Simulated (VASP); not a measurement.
# WS2 in VASP: further runs, part 2 of 3

VASP 6.6.1. The steps go on from the part before.

### Step 3. Single point, PBEsol+D3(BJ) (atoms displaced along a vibrational mode)

Input file INCAR:

```
SYSTEM = WS2
PREC = Accurate
ENCUT = 520
EDIFF = 1E-6
ISMEAR = 0
SIGMA = 0.05
LREAL = .FALSE.
LASPH = .TRUE.
NELM = 60
ALGO = Normal
ISIF = 2
LWAVE = .FALSE.
LCHARG = .FALSE.
GGA = PS
IVDW = 12
NBANDS = 20
```

Input file KPOINTS:

```
Automatic mesh
0
G
  12 12 2
  0 0 0
```

Input file POSCAR:

```
WS2
1.0
    3.1239380587      0.0000000000      0.0000000000
   -1.5619690294      2.7054097187      0.0000000000
    0.0000000000      0.0000000000     16.9375357456
W S
1 2
Direct
    0.3333333333      0.6666666667      0.0004036076
    0.6423383994      0.3333333333      0.9059939784
    0.6909949339      0.3333333333      0.0916916354
```

Potentials or basis: VASP PAW PBE potentials, release 64 (W_sv, S).

On the command line:

```bash
cat potpaw_PBE.64/W_sv/POTCAR potpaw_PBE.64/S/POTCAR > POTCAR
mpirun -np 1 vasp_std > vasp.out
```

OUTCAR:

```text
SYSTEM = WS2
   PREC = Accurate
   ENCUT = 520
   EDIFF = 1E-6
   ISMEAR = 0
   LREAL = .FALSE.
   LASPH = .TRUE.
   NELM = 60
   ISIF = 2
   GGA = PS
   IVDW = 12
 IVDW          = 12

 ion  position               nearest neighbor table
   1  0.333  0.667  0.000-   3 2.33   2 2.36   3 2.38   2 2.41   3 2.43   2 2.46
   2  0.642  0.333  0.906-   1 2.36   1 2.41   1 2.46
   3  0.691  0.333  0.092-   1 2.33   1 2.38   1 2.43

  LATTYP: Found a hexagonal cell.
 ALAT       =     3.1239380587
 C/A-ratio  =     5.4218538996

  Lattice vectors:

 A1 = (   3.1239380587,   0.0000000000,   0.0000000000)
 A2 = (  -1.5619690294,   2.7054097187,   0.0000000000)
 A3 = (   0.0000000000,   0.0000000000,  16.9375357456)

Analysis of symmetry for initial positions (statically):
=====================================================================
 Subroutine PRICEL returns:
 Original cell was already a primitive cell.

 Routine SETGRP: Setting up the symmetry group for a
 hexagonal supercell.

 Subroutine GETGRP returns: Found  1 space group operations
 (whereof  1 operations were pure point group operations)
 out of a pool of 24 trial point group operations.

The static configuration has the point symmetry C_1 .

Analysis of symmetry for dynamics (positions and initial velocities):
=====================================================================
 Subroutine PRICEL returns:
 Original cell was already a primitive cell.

 Routine SETGRP: Setting up the symmetry group for a
 hexagonal supercell.

 Subroutine GETGRP returns: Found  1 space group operations
 (whereof  1 operations were pure point group operations)
 out of a pool of 24 trial point group operations.

The dynamic configuration has the point symmetry C_1 .

 Subroutine INISYM returns: Found  1 space group operations
 (whereof  1 operations are pure point group operations),
 and found     1 'primitive' translations

----------------------------------------------------------------------------------------

                                     Primitive cell

  volume of cell :     143.1481

  direct lattice vectors                    reciprocal lattice vectors
     3.123938059  0.000000000  0.000000000     0.320108780  0.184814890  0.000000000
    -1.561969029  2.705409719  0.000000000     0.000000000  0.369629780  0.000000000
     0.000000000  0.000000000 16.937535746     0.000000000  0.000000000  0.059040466

  length of vectors
     3.123938059  3.123938059 16.937535746     0.369629780  0.369629780  0.059040466

  position of ions in fractional coordinates (direct lattice)
     0.333333333  0.666666667  0.000403608
     0.642338399  0.333333333  0.905993978
     0.690994934  0.333333333  0.091691635

  ion indices of the primitive-cell ions
   primitive index   ion index
                 1           1
                 2           2
                 3           3

----------------------------------------------------------------------------------------

 KPOINTS: Automatic mesh

Automatic generation of k-mesh.
 Grid dimensions read from file:
 generate k-points for:   12   12    2

 Generating k-lattice:

  Cartesian coordinates                     Fractional coordinates (reciprocal lattice)
     0.026675732  0.015401241  0.000000000     0.083333333  0.000000000  0.000000000
     0.000000000  0.030802482  0.000000000     0.000000000  0.083333333  0.000000000
     0.000000000  0.000000000  0.029520233     0.000000000  0.000000000  0.500000000

  Length of vectors
     0.030802482  0.030802482  0.029520233

  Shift w.r.t. Gamma in fractional coordinates (k-lattice)
     0.000000000  0.000000000  0.000000000

 Subroutine IBZKPT returns following result:
 ===========================================

 Found    148 irreducible k-points:

 Following reciprocal coordinates:
            Coordinates               Weight
  0.000000  0.000000  0.000000      1.000000
  0.083333 -0.000000  0.000000      2.000000
  0.000000  0.083333  0.000000      2.000000
 -0.083333  0.083333  0.000000      2.000000
  0.166667  0.000000  0.000000      2.000000
  0.000000  0.166667  0.000000      2.000000
[... 16 lines left out ...]
  0.166667  0.083333  0.000000      2.000000
 -0.083333  0.250000  0.000000      2.000000
 [... further k-points ...]
   k-points           NKPTS =    148   k-points in BZ     NKDIM =    148   number of bands    NBANDS=     20
   number of dos      NEDOS =    301   number of ions     NIONS =      3
   total plane-waves  NPLWV =  72576
   dimension x,y,z NGX =    24 NGY =   24 NGZ =  126
   dimension x,y,z NGXF=    48 NGYF=   48 NGZF=  252
   ions per type =               1   2
   NGX,Y,Z   is equivalent  to a cutoff of  12.77, 12.77, 12.37 a.u.
   NGXF,Y,Z  is equivalent  to a cutoff of  25.54, 25.54, 24.73 a.u.
 SYSTEM =  WS2
   PREC   = accura    normal or accurate (medium, high low for compatibility)
   ISTART =      0    job   : 0-new  1-cont  2-samecut
   ICHARG =      2    charge: 1-file 2-atom 10-const
   ISPIN  =      1    spin polarized calculation?
   LNONCOLLINEAR =      F non collinear calculations
   LSORBIT =      F    spin-orbit coupling
   LASPH  =      T    aspherical Exc in radial PAW
   ENCUT  =  520.0 eV  38.22 Ry    6.18 a.u.   5.81  5.81 31.49*2*pi/ulx,y,z
   NELM   =     60;   NELMIN=  2; NELMDL= -5     # of ELM steps
   EDIFF  = 0.1E-05   stopping-criterion for ELM
   LREAL  =      F    real-space projection
   EDIFFG = 0.1E-04   stopping-criterion for IOM
   NSW    =      0    number of steps for IOM
   IBRION =     -1    ionic relax: 0-MD 1-quasi-New 2-CG
   NFREE  =      0    steps in history (QN), initial steepest desc. (CG)
   ISIF   =      2    stress and relaxation
   ISYM   =      2    0-nonsym 1-usesym 2-fastsym
   POTIM  = 0.5000    time-step for ionic-motion
   TEBEG  =    0.0;   TEEND  =   0.0 temperature during run
   PSTRESS=    0.0 pullay stress
   NELECT =      26.0000    total number of electrons
   NUPDOWN=      -1.0000    fix difference up-down
   EMIN   =  10.00;   EMAX   =-10.00  energy-range for DOS
   EFERMI =   0.00;   METHOD = LEGACY
   ISMEAR =     0;   SIGMA  =   0.05  broadening in eV -4-tet -1-fermi 0-gaus
   EFERMI_NEDOS =   21; number of points for ismear=-14 and -15
   IALGO  =     38    algorithm
   IMIX   =      4    mixing-type and parameters
     AMIX     =   0.40;   BMIX     =  1.00
     AMIX_MAG =   1.60;   BMIX_MAG =  1.00
  volume/ion in A,a.u.               =      47.72       322.00
  Fermi-wavevector in a.u.,A,eV,Ry     =   0.927123  1.752009 11.694985  0.859557
  Thomas-Fermi vector in A             =   2.053159
   LORBIT       =      0    0 simple, 1 ext, 2 COOP (PROOUT), +10 PAW based schemes
   GGA     = PS    functional components
   LHFCALC =     F    Hartree Fock is set to
   AEXX    =    0.0000 exact exchange contribution
   IVDW    =    12    specifies the selected vdW correction
   LEPSILON=     F    determine dielectric tensor
   LRPA    =     F    only Hartree local field effects (RPA)
 non-spin polarized calculation
 Gauss-broadening in eV      SIGMA  =   0.05
  energy-cutoff  :      520.00
  volume of cell :      143.15
 maximum number of plane-waves:      3892
   NGX = 11   NGY = 11   NGZ = 63

 number of electron      25.9999998 magnetization

 Free energy of the ion-electron system (eV)
  ---------------------------------------------------
  ext. energy  EPLUGINS =         0.00000000
  ---------------------------------------------------
  free energy    TOTEN  =       -25.17097271 eV

  energy without entropy =      -25.17097271  energy(sigma->0) =      -25.17097271

 E-fermi :  -0.6004     XC(G=0):  -4.6395

 val. band max:       -1.0559152540   @ k =   0.3333   0.3333   0.0000
 cond. band min:       0.9011615810   @ k =  -0.3333   0.1667   0.0000
 fundamental gap:      1.9570768350
 Fermi energy:        -0.6003521388

 k-point     1 :       0.0000    0.0000    0.0000
  band No.  band energies     occupation
      1     -74.9393      2.00000
      2     -39.2406      2.00000
      3     -39.0206      2.00000
      4     -39.0165      2.00000
      5     -16.0348      2.00000
      6     -14.3383      2.00000
[... 12 lines left out ...]
     19       4.4580      0.00000
[... 513 lines left out ...]
      4     -39.0650      2.00000
      5     -15.2278      2.00000
      6     -14.0354      2.00000
[... 12 lines left out ...]
     19       5.4099      0.00000
     20       6.3649      0.00000

 [... further k-points ...]

------------------------ aborting loop because EDIFF is reached ----------------------------------------

 Edisp (eV)   -0.75933

 E8    (eV) :    -0.5104

  FORCE on cell =-STRESS in cart. coord.  units (eV):
  Direction    XX          YY          ZZ          XY          YZ          ZX
  --------------------------------------------------------------------------------------
  -------------------------------------------------------------------------------------
  Total       0.12669     0.11740     0.27672     0.10751    -0.01200    -2.50196
  in kB       1.41793     1.31404     3.09715     1.20325    -0.13436   -28.00300
  external pressure =        1.94 kB  Pullay stress =        0.00 kB

 VOLUME and BASIS-vectors are now :
 -----------------------------------------------------------------------------
  energy-cutoff  :      520.00
  volume of cell :      143.15
      direct lattice vectors                 reciprocal lattice vectors
     3.123938059  0.000000000  0.000000000     0.320108780  0.184814890  0.000000000
    -1.561969029  2.705409719  0.000000000     0.000000000  0.369629780  0.000000000
     0.000000000  0.000000000 16.937535746     0.000000000  0.000000000  0.059040466

 POSITION                                       TOTAL-FORCE (eV/Angst)
 -----------------------------------------------------------------------------------
     -0.00000      1.80361      0.00684         0.101331      0.099945     -0.912823
      1.48597      0.90180     15.34531         0.745577     -0.045320      0.347239
      1.63797      0.90180      1.55303        -0.846908     -0.054625      0.565584
 -----------------------------------------------------------------------------------
    total drift:                                0.000034      0.000001      0.000239

  FREE ENERGIE OF THE ION-ELECTRON SYSTEM (eV)
  ---------------------------------------------------
  free  energy   TOTEN  =       -25.9303026475 eV

  energy  without entropy=      -25.9303026475  energy(sigma->0) =      -25.93030265
```

OSZICAR:

```text
N       E                     dE             d eps       ncg     rms          rms(c)
DAV:   1     0.176943965644E+03    0.17694E+03   -0.13955E+04  7104   0.109E+03
DAV:   2    -0.130733751241E+02   -0.19002E+03   -0.18481E+03  7668   0.261E+02
DAV:   3    -0.262034792402E+02   -0.13130E+02   -0.13035E+02  7860   0.667E+01
[... 14 lines left out ...]
DAV:  18    -0.251709551579E+02   -0.42094E-04   -0.22753E-06  5860   0.517E-03    0.290E-03
DAV:  19    -0.251709674389E+02   -0.12281E-04   -0.72860E-07  6320   0.237E-03    0.238E-03
DAV:  20    -0.251709711453E+02   -0.37064E-05   -0.17930E-07  5680   0.155E-03    0.718E-04
DAV:  21    -0.251709723327E+02   -0.11875E-05   -0.43244E-08  4988   0.688E-04    0.394E-04
DAV:  22    -0.251709727051E+02   -0.37232E-06   -0.95943E-09  4300   0.311E-04
   1 F= -.25930303E+02 E0= -.25930303E+02  d E =-.346181E-39
```

Run time: 6.2 min. Hardware: 1 thread of AMD EPYC 9R45 (Zen 5), shared host; peak memory 0.5 GiB.

What came out:

| Quantity | Value |
| --- | --- |
| Free energy | -25.9303 eV |
| Largest force | 1.020 eV/Å |
| Band gap on the k mesh | 1.96 eV (least direct gap 2.03 eV) |
| Dispersion energy per atom | -0.253 eV |

Forces in eV/Å, atoms in the order of the input:
```
W    0.101  0.100 -0.913
S    0.746 -0.045  0.347
S   -0.847 -0.055  0.566
```

Caveat: the cell differs from its parent crystal (atoms displaced along a vibrational mode); the PAW data sets were made with another functional, which shifts forces and pressure a little; spin-orbit coupling is left out, which moves the levels of the heavy elements.

### Step 4. Single point, PBEsol+D3(BJ) (atoms displaced along a vibrational mode)

Input file INCAR:

```
SYSTEM = WS2
ALGO     = Normal         ! electronic algorithm
EDIFF    = 1E-7           ! SCF threshold, eV
ENCUT    = 520            ! plane-wave cutoff, eV
GGA      = PS             ! functional
ISIF     = 2              ! what is computed and relaxed
ISMEAR   = 0              ! smearing method
IVDW     = 12             ! dispersion correction
LASPH    = .True.         ! aspherical terms in the spheres
LCHARG   = .False.        ! write CHGCAR
LREAL    = .False.        ! projectors in reciprocal space
LWAVE    = .False.        ! write WAVECAR
NBANDS   = 20             ! bands
NELM     = 80             ! most SCF steps
PREC     = Accurate       ! precision mode
SIGMA    = 0.05           ! smearing width, eV
```

Input file KPOINTS:

```
k-points
0
Gamma
  12 12 2
  0 0 0
```

Input file POSCAR:

```
WS2
1.0
    3.1239380587      0.0000000000      0.0000000000
   -1.5619690294      2.7054097187      0.0000000000
    0.0000000000      0.0000000000     16.9375357456
W S
1 2
Direct
    0.3333333333      0.6666666667      0.0016144304
    0.6569353598      0.3333333333      0.9025223990
    0.6763979736      0.3333333333      0.0882200560
```

On the command line:

```bash
cat potpaw_PBE.64/W_sv/POTCAR potpaw_PBE.64/S/POTCAR > POTCAR
mpirun -np 1 vasp_std > vasp.out
```

Run time: 3.9 min. Hardware: 1 thread of Intel Xeon 6975P-C (Granite Rapids), shared host; peak memory 0.53 GiB.

The run converged. Its results:

- Free energy: -25.8019 eV
- Largest force: 3.610 eV/Å
- Band gap on the k mesh: 1.90 eV (least direct gap 2.04 eV)
- Dispersion energy per atom: -0.253 eV

Forces in eV/Å, atoms in the order of the input:
```
W    0.164  0.017 -3.606
S    0.245 -0.005  1.562
S   -0.408 -0.011  2.044
```

Levels at points of the mesh, in eV from the valence-band top:
| k point | band 10 | band 11 | band 12 | band 13 | band 14 | band 15 | band 16 | band 17 |
| --- | --- | --- | --- | --- | --- | --- | --- | --- |
| (0.00, 0.00, 0.00) | -2.32 | -1.34 | -1.34 | 0.00 | 2.76 | 2.87 | 3.51 | 3.65 |
| (0.50, 0.00, 0.00) | -3.45 | -2.20 | -1.02 | -0.93 | 3.12 | 3.39 | 4.09 | 4.95 |
| (0.00, 0.50, 0.00) | -3.47 | -2.22 | -1.01 | -0.89 | 3.12 | 3.41 | 4.12 | 4.94 |
| (0.50, 0.50, 0.00) | -3.49 | -2.24 | -1.01 | -0.85 | 3.12 | 3.43 | 4.15 | 4.97 |
| (0.00, 0.00, 0.50) | -2.32 | -1.34 | -1.34 | 0.00 | 2.76 | 2.87 | 3.51 | 3.65 |
| (0.50, 0.00, 0.50) | -3.45 | -2.20 | -1.02 | -0.93 | 3.12 | 3.39 | 4.09 | 4.95 |
| (0.00, 0.50, 0.50) | -3.47 | -2.22 | -1.01 | -0.89 | 3.12 | 3.41 | 4.12 | 4.94 |
| (0.50, 0.50, 0.50) | -3.49 | -2.24 | -1.01 | -0.85 | 3.12 | 3.43 | 4.15 | 4.97 |

Caveat: the cell differs from its parent crystal (atoms displaced along a vibrational mode); the PAW data sets were made with another functional, which shifts forces and pressure a little; spin-orbit coupling is left out, which moves the levels of the heavy elements.

### Step 5. Single point, PBEsol+D3(BJ) (atoms displaced along a vibrational mode)

Input file INCAR:

```
PREC     = Accurate       # precision mode
ENCUT    = 520            # plane-wave cutoff, eV
EDIFF    = 1E-7           # SCF threshold, eV
ISMEAR   = 0              # smearing method
SIGMA    = 0.05           # smearing width, eV
LREAL    = False          # projectors in reciprocal space
LASPH    = True           # aspherical terms in the spheres
NELM     = 100            # most SCF steps
ALGO     = Normal         # electronic algorithm
ISIF     = 2              # what is computed and relaxed
LWAVE    = False          # write WAVECAR
LCHARG   = False          # write CHGCAR
GGA      = PS             # functional
IVDW     = 12             # dispersion correction
NBANDS   = 20             # bands
```

Input file KPOINTS:

```
Automatic mesh
0
Gamma
  12 12 2
```

Input file POSCAR:

```
WS2
1.0
    3.1239380587      0.0000000000      0.0000000000
   -1.5619690294      2.7054097187      0.0000000000
    0.0000000000      0.0000000000     16.9375357456
W S
1 2
Direct
    0.3333333333      0.6666666667      0.0008072152
    0.6569353598      0.3333333333      0.9048367852
    0.6763979736      0.3333333333      0.0905344422
```

On the command line:

```bash
cat potpaw_PBE.64/W_sv/POTCAR potpaw_PBE.64/S/POTCAR > POTCAR
mpirun -np 1 vasp_std > vasp.out
```

It took 5.6 min on 1 thread of Intel Xeon 6975P-C (Granite Rapids), shared host; peak memory 0.52 GiB.

It converged, with:

| Item | Value |
| --- | --- |
| Free energy | -25.9452 eV |
| Largest force | 1.813 eV/Å |
| Band gap on the k mesh | 1.97 eV (least direct gap 2.04 eV) |
| Dispersion energy per atom | -0.253 eV |

Forces on the atoms (eV/Å):
```
W    0.081  0.016 -1.811
S    0.280 -0.007  0.823
S   -0.361 -0.010  0.989
```

Levels at points of the mesh, in eV from the valence-band top:
```csv
k point,band 9,band 10,band 11,band 12,band 13,band 14,band 15,band 16,band 17,band 18
"(0.00, 0.00, 0.00)",-2.86,-2.28,-1.47,-1.47,-0.16,2.88,2.99,3.29,3.41,5.12
"(0.50, 0.00, 0.00)",-4.55,-3.43,-2.24,-1.10,-0.98,3.11,3.45,4.09,4.91,5.29
"(0.00, 0.50, 0.00)",-4.56,-3.44,-2.25,-1.10,-0.96,3.11,3.46,4.11,4.90,5.29
"(0.50, 0.50, 0.00)",-4.56,-3.45,-2.26,-1.09,-0.94,3.12,3.47,4.12,4.92,5.27
"(0.00, 0.00, 0.50)",-2.86,-2.28,-1.47,-1.47,-0.16,2.88,2.99,3.29,3.41,5.21
"(0.50, 0.00, 0.50)",-4.55,-3.43,-2.24,-1.10,-0.98,3.11,3.45,4.09,4.91,5.29
"(0.00, 0.50, 0.50)",-4.56,-3.44,-2.25,-1.10,-0.96,3.11,3.46,4.11,4.90,5.29
"(0.50, 0.50, 0.50)",-4.56,-3.45,-2.26,-1.09,-0.94,3.12,3.47,4.12,4.92,5.27
```

Caveat: the cell differs from its parent crystal (atoms displaced along a vibrational mode); the PAW data sets were made with another functional, which shifts forces and pressure a little; spin-orbit coupling is left out, which moves the levels of the heavy elements.

[end of part 2 of 3]
